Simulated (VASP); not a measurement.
A run of VASP 6.6.1:

File INCAR:

```
  PREC = Accurate
  ENCUT = 600
  EDIFF = 1E-7
  ISMEAR = 0
  SIGMA = 0.01
  LREAL = F
  LASPH = T
  NELM = 120
  ALGO = Normal
  ISIF = 3
  LWAVE = F
  LCHARG = F
  GGA = PE
  IBRION = 2
  NSW = 80
  EDIFFG = -0.001
  GGA_COMPAT = F
  NELMIN = 4
```

File KPOINTS:

```
regular mesh
0
Gamma
  8 8 8
```

File POSCAR:

```
CaO
1.0
    0.0000000000      2.4156214642      2.4156214642
    2.4156214642      0.0000000000      2.4156214642
    2.4156214642      2.4156214642      0.0000000000
Ca O
1 1
Direct
    0.0000000000      0.0000000000      0.0000000000
    0.5000000000      0.5000000000      0.5000000000
```

Potentials or basis: VASP PAW PBE potentials, release 64 (Ca_sv, O).

Launch:

```sh
$ cat potpaw_PBE.64/Ca_sv/POTCAR potpaw_PBE.64/O/POTCAR > POTCAR
$ mpirun -np 1 vasp_std > vasp.out
```

Hardware: 1 thread of Intel Xeon 8259CL, with other jobs on the host.

Problem. Estimate the wall time of this run.

Solution. It took 53 s on 1 thread of Intel Xeon 8259CL, with other jobs on the host, peak memory 0.17 GiB. Counts: scf iterations 32, k points 29, ion steps 3.
